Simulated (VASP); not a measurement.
# CuO (P1) in VASP: settings compared, part 2 of 2

VASP 6.6.1. Earlier steps stand in the parts before.

### 4 Single point, BLYP

This run uses another cell than the first one, of 9.29 Å³/atom, 1.021 times its volume.

Input file INCAR:

```
SYSTEM = CuO
AGGAC = 1.0
AGGAX = 1.0
ALDAC = 0.0
ALDAX = 1.0
ALGO = Normal
EDIFF = 1E-7
ENCUT = 520
GGA = B5
ISIF = 2
ISMEAR = -1
LASPH = .TRUE.
LCHARG = .TRUE.
LELF = .TRUE.
LREAL = .FALSE.
LVHAR = .TRUE.
LWAVE = .FALSE.
NBANDS = 25
NELM = 100
PREC = Accurate
SIGMA = 0.05
```

Input file KPOINTS:

```
k-points
0
G
  10 10 6
  0 0 0
```

Input file POSCAR:

```
CuO
1.0
    0.0000000000     -2.1023544713     -2.1023544713
   -2.1023544713      0.0000000000     -2.1023544713
    2.1023544713      2.1023544713     -4.2047089426
Cu O
2 2
Direct
    0.5038875400      0.4769880100      0.4880064000
    0.0038875400      0.9769880100      0.9880064000
    0.7461124600      0.7730119900      0.7619936000
    0.2461124600      0.2730119900      0.2619936000
```

Potentials or basis: VASP PAW PBE potentials, release 64 (Cu, O).

Launch:

```bash
> cat potpaw_PBE.64/Cu/POTCAR potpaw_PBE.64/O/POTCAR > POTCAR
> mpirun -np 1 vasp_std > vasp.out
```

OUTCAR:

```text
SYSTEM = CuO
   EDIFF = 1E-7
   ENCUT = 520
   GGA = B5
   ISIF = 2
   ISMEAR = -1
   LASPH = .TRUE.
   LREAL = .FALSE.
   NELM = 100
   PREC = Accurate

 ion  position               nearest neighbor table
   1  0.504  0.477  0.488-   4 1.92   4 2.04   3 2.07   4 2.16   3 2.18   3 2.29
   2  0.004  0.977  0.988-   3 1.92   3 2.04   4 2.07   3 2.16   4 2.18   4 2.29
   3  0.746  0.773  0.762-   2 1.92   2 2.04   1 2.07   2 2.16   1 2.18   1 2.29
   4  0.246  0.273  0.262-   1 1.92   1 2.04   2 2.07   1 2.16   2 2.18   2 2.29

  LATTYP: Found a trigonal (rhomboedric) cell.
 ALAT       =     5.1496957131
 COS(alpha) =     0.8333333333

  Lattice vectors:

 A1 = (   2.1023544713,   4.2047089426,  -2.1023544713)
 A2 = (   4.2047089426,   2.1023544713,  -2.1023544713)
 A3 = (   2.1023544713,   2.1023544713,  -4.2047089426)

Analysis of symmetry for initial positions (statically):
=====================================================================
 Subroutine PRICEL returns following result:

  LATTYP: Found a face centered cubic cell.
 ALAT       =     4.2047089426

  Lattice vectors:

 A1 = (   0.0000000000,  -2.1023544713,   2.1023544713)
 A2 = (   2.1023544713,  -2.1023544713,   0.0000000000)
 A3 = (   2.1023544713,   0.0000000000,   2.1023544713)

   2 primitive cells build up your supercell.

 Routine SETGRP: Setting up the symmetry group for a
 trigonal (rhombohedral) supercell.

 Subroutine GETGRP returns: Found  1 space group operations
 (whereof  1 operations were pure point group operations)
 out of a pool of 12 trial point group operations.

The static configuration has the point symmetry C_1 .

Analysis of symmetry for dynamics (positions and initial velocities):
=====================================================================
 Subroutine PRICEL returns following result:

  LATTYP: Found a face centered cubic cell.
 ALAT       =     4.2047089426

  Lattice vectors:
[... 147 lines left out ...]
   NELECT =      34.0000    total number of electrons
   NUPDOWN=      -1.0000    fix difference up-down
   EMIN   =  10.00;   EMAX   =-10.00  energy-range for DOS
   EFERMI =   0.00;   METHOD = LEGACY
   ISMEAR =    -1;   SIGMA  =   0.05  broadening in eV -4-tet -1-fermi 0-gaus
   EFERMI_NEDOS =   21; number of points for ismear=-14 and -15
   IALGO  =     38    algorithm
   IMIX   =      4    mixing-type and parameters
     AMIX     =   0.40;   BMIX     =  1.00
     AMIX_MAG =   1.60;   BMIX_MAG =  1.00
  volume/ion in A,a.u.               =       9.29        62.71
  Fermi-wavevector in a.u.,A,eV,Ry     =   1.589188  3.003129 34.361753  2.525518
  Thomas-Fermi vector in A             =   2.688076
   LORBIT       =      0    0 simple, 1 ext, 2 COOP (PROOUT), +10 PAW based schemes
   GGA     = B5    functional components
   LHFCALC =     F    Hartree Fock is set to
   AEXX    =    0.0000 exact exchange contribution
   IVDW    =     0    specifies the selected vdW correction
   LEPSILON=     F    determine dielectric tensor
   LRPA    =     F    only Hartree local field effects (RPA)
 non-spin polarized calculation
  energy-cutoff  :      520.00
  volume of cell :       37.17
 maximum number of plane-waves:      1033
 NGX is ok and might be reduce to    24
   NGX = 11   NGY = 11   NGZ = 19

 number of electron      33.9999983 magnetization

 Free energy of the ion-electron system (eV)
  ---------------------------------------------------
  ext. energy  EPLUGINS =         0.00000000
  ---------------------------------------------------
  free energy    TOTEN  =       -17.06921009 eV

  energy without entropy =      -17.04378486  energy(sigma->0) =      -17.05649748

 E-fermi :   6.8554     XC(G=0): -11.9581

 val. band max:        6.8507890764   @ k =   0.1000   0.0000   0.5000
 cond. band min:       6.8555143665   @ k =  -0.4000   0.1000   0.1667
 fundamental gap:      0.0047252901
 Fermi energy:         6.8553814093

 k-point     1 :       0.0000    0.0000    0.0000
  band No.  band energies     occupation
      1     -12.8243      2.00000
      2     -11.5218      2.00000
      3      -0.7381      2.00000
      4       1.6807      2.00000
      5       1.8497      2.00000
      6       3.2594      2.00000
[... 661 lines left out ...]
     24      18.6571      0.00000
     25      21.0202      0.00000

 [... further k-points ...]
[... 5 lines left out ...]
  --------------------------------------------------------------------------------------
  -------------------------------------------------------------------------------------
  Total        3.4884767      3.6897222      5.6353771      0.0652707      0.2944919     -0.1981394
  in kB      150.3725600    159.0473491    242.9157891      2.8135245     12.6942241     -8.5409001
  external PRESSURE =     184.1118994 kB  Pullay stress =       0.0000000 kB

 VOLUME and BASIS-vectors are now :
 -----------------------------------------------------------------------------
  energy-cutoff  :      520.00
  volume of cell :       37.17
      direct lattice vectors                 reciprocal lattice vectors
     0.000000000 -2.102354471 -2.102354471     0.118914295 -0.356742885 -0.118914295
    -2.102354471  0.000000000 -2.102354471    -0.356742885  0.118914295 -0.118914295
     2.102354471  2.102354471 -4.204708943     0.118914295  0.118914295 -0.118914295

 POSITION                                       TOTAL-FORCE (eV/Angst)
 -----------------------------------------------------------------------------------
      0.02316     -0.03339     -4.11407        -0.259406      0.373873     -1.342225
      0.02316      2.06897     -6.21643        -0.259406      0.373873     -1.342225
     -0.02316      0.03339     -6.39770         0.259406     -0.373873      1.342225
     -0.02316      0.03339     -2.19299         0.259406     -0.373873      1.342225
 -----------------------------------------------------------------------------------
    total drift:                                0.000054     -0.000784     -0.000919

  FREE ENERGIE OF THE ION-ELECTRON SYSTEM (eV)
  ---------------------------------------------------
  free  energy   TOTEN  =       -17.0692100896 eV

  energy  without entropy=      -17.0437848646  energy(sigma->0) =      -17.05649748
```

Wall time 4.3 min (1 thread of Intel Xeon Platinum 8375C at 2.90GHz (Ice Lake), shared host); peak memory 0.34 GiB.

What came out:

| Item | Value |
| --- | --- |
| Free energy | -17.0692 eV |
| Pressure | 18.4 GPa |
| Largest force | 1.417 eV/Å |
| Band gap on the k mesh | zero (band 17 reaches 7.56 eV, above the bottom of band 18 at 6.40 eV) |

Forces in eV/Å, atoms in the order of the input:
```
Cu  -0.259  0.374 -1.342
Cu  -0.259  0.374 -1.342
O    0.259 -0.374  1.342
O    0.259 -0.374  1.342
```

Caveat: the PAW data sets were made with another functional, which shifts forces and pressure a little; semilocal functionals often make such compounds metallic where correlation or magnetic order opens a gap, which also shifts bond lengths. With open d or f shells a metallic result of BLYP can be an artefact of self-interaction; +U or a hybrid may open a gap.

### 5 The runs side by side

```csv
level,potentials or basis,cell,gap on the mesh (eV),pressure (GPa),largest force (eV/Å)
BLYP,"VASP PAW PBE potentials, release 64 (Cu, O)","a = 2.953, b = 2.953, c = 5.114 Å, angles 73.2, 73.2, 60.0°, 4 atoms",none,23.5,1.54
LDA,"VASP PAW LDA potentials, release 64 (Cu, O)","a = 2.973, b = 2.973, c = 5.150 Å, angles 73.2, 73.2, 60.0°, 4 atoms",none,-6.7,1.17
BLYP,"VASP PAW PBE potentials, release 64 (Cu, O)","a = 2.973, b = 2.973, c = 5.150 Å, angles 73.2, 73.2, 60.0°, 4 atoms",none,18.4,1.42
```

Alike in all rows: task single point; no spin polarisation; k mesh 10 × 10 × 6; cutoff (eV) 520; smearing fermi-dirac 0.05 eV.

Caveats: semilocal functionals often make such compounds metallic where correlation or magnetic order opens a gap, which also shifts bond lengths; the PAW data sets were made with another functional, which shifts forces and pressure a little (some runs); forces of over 1 eV/Å act on the atoms, so gaps and moduli don't describe the material at rest (some runs).

Absolute energies hang on the potentials; compare differences alone.
